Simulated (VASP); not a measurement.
Wanted: the native input for a VASP 6.6.1 run.

```yaml
Task: single point
Functional: PBEsol
Potentials_or_basis: VASP PAW PBE potentials, release 64 (B, N)
Cutoff: 520 eV
k_mesh: 10 × 10 × 4
Occupations: gaussian, width 0.01 eV
Spin: no spin polarisation
Dipole_correction: no
Further_INCAR_settings: ALGO = Normal; EDIFF = 1e-06; NBANDS = 16
```

The structure of BN lies in POSCAR:

```
BN
1.0
    2.5003259406      0.0000000000      0.0000000000
   -1.2501629703      2.1653457823      0.0000000000
    0.0000000000      0.0000000000      6.4040907695
B N
2 2
Direct
    0.3333333333      0.6666666667      0.2500000000
    0.6666666667      0.3333333333      0.7500000000
    0.3333333333      0.6666666667      0.7500000000
    0.6666666667      0.3333333333      0.2500000000
```

The input as run:

INCAR

```
SYSTEM = BN
ALGO     = Normal         ! electronic algorithm
EDIFF    = 1E-6           ! SCF threshold, eV
ENCUT    = 520            ! plane-wave cutoff, eV
GGA      = PS             ! functional
ISIF     = 2              ! what is computed and relaxed
ISMEAR   = 0              ! smearing method
LASPH    = .TRUE.         ! aspherical terms in the spheres
LCHARG   = .FALSE.        ! write CHGCAR
LREAL    = .FALSE.        ! projectors in reciprocal space
LWAVE    = .FALSE.        ! write WAVECAR
NBANDS   = 16             ! bands
NELM     = 80             ! most SCF steps
PREC     = Accurate       ! precision mode
SIGMA    = 0.01           ! smearing width, eV
```

KPOINTS

```
k-points
0
G
  10 10 4
  0 0 0
```

Potentials or basis: VASP PAW PBE potentials, release 64 (B, N).

Run with:

```sh
$ cat potpaw_PBE.64/B/POTCAR potpaw_PBE.64/N/POTCAR > POTCAR
$ mpirun -np 1 vasp_std > vasp.out
```

It gave:

```json
{
 "Pressure": "2.3 GPa",
 "Band gap on the k mesh": "4.06 eV, indirect (least direct gap 4.47 eV)"
}
```

Caveat: the PAW data sets were made with another functional, which shifts forces and pressure a little; this functional lacks dispersion, which binds the layers, so the pressure and a relaxed spacing across them are unreliable.

It used 14 s of CPU time on 1 thread of Intel Xeon 6975P-C, on a shared host.
